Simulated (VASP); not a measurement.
Set up this calculation in VASP 6.6.1, as the native input.

| Quantity | Value |
| --- | --- |
| Task | relaxation of cell and atoms |
| Functional | PBE |
| Potentials or basis | VASP PAW PBE potentials, release 64 (Zr_sv, H) |
| Cutoff | 600 eV |
| k mesh | 6 × 6 × 12 |
| Occupations | gaussian, width 0.1 eV |
| Spin | no spin polarisation |
| Dipole correction | no |
| Further INCAR settings | ALGO = Fast; EDIFF = 1e-06; IBRION = 2; EDIFFG = -0.01; NSW = 100; ISIF = 3 |

The structure of Zr3H2 lies in POSCAR:

```
Zr3H2
1.0
    5.9401901954      0.0000000000      0.0000000000
   -2.9700950977      5.1443556126      0.0000000000
    0.0000000000      0.0000000000      2.9700314749
Zr H
3 2
Direct
    0.5000000000      0.0000000000      0.5000000000
    0.0000000000      0.5000000000      0.5000000000
    0.5000000000      0.5000000000      0.5000000000
    0.6666666667      0.3333333333      0.0000000000
    0.3333333333      0.6666666667      0.0000000000
```

The cell was generated, and may not be a known phase.

One way to write it, as run:

INCAR

```
SYSTEM = Zr3H2
PREC = Accurate
ENCUT = 600
EDIFF = 1E-6
ISMEAR = 0
SIGMA = 0.1
LREAL = .FALSE.
LASPH = .TRUE.
NELM = 60
ALGO = Fast
ISIF = 3
LWAVE = .FALSE.
LCHARG = .FALSE.
GGA = PE
IBRION = 2
NSW = 100
EDIFFG = -0.01
```

KPOINTS

```
regular mesh
0
G
  6 6 12
  0 0 0
```

Potentials or basis: VASP PAW PBE potentials, release 64 (Zr_sv, H).

Run with:

```bash
$ cat potpaw_PBE.64/Zr_sv/POTCAR potpaw_PBE.64/H/POTCAR > POTCAR
$ mpirun -np 1 vasp_std > vasp.out
```

It gave:

```json
{"Relaxed volume": "18.13 Å³/atom", "Relaxed cell": "a = 5.954 Å, b = 5.954 Å, c = 2.952 Å, α = 90.00°, β = 90.00°, γ = 120.00°", "Space group after relaxing (to 0.1 Å)": "P6/mmm (No. 191)", "Energy gained by relaxing": "0.4 meV/atom", "Ionic steps": "5", "Pressure after relaxing": "-0.1 GPa", "Band gap on the k mesh": "zero (bands 19 and 20 overlap by 1.39 eV)"}
```

Run time: 11 min on 1 thread of Oxide Virtual Turin-like Processor, on a shared host, peak memory 0.27 GiB.
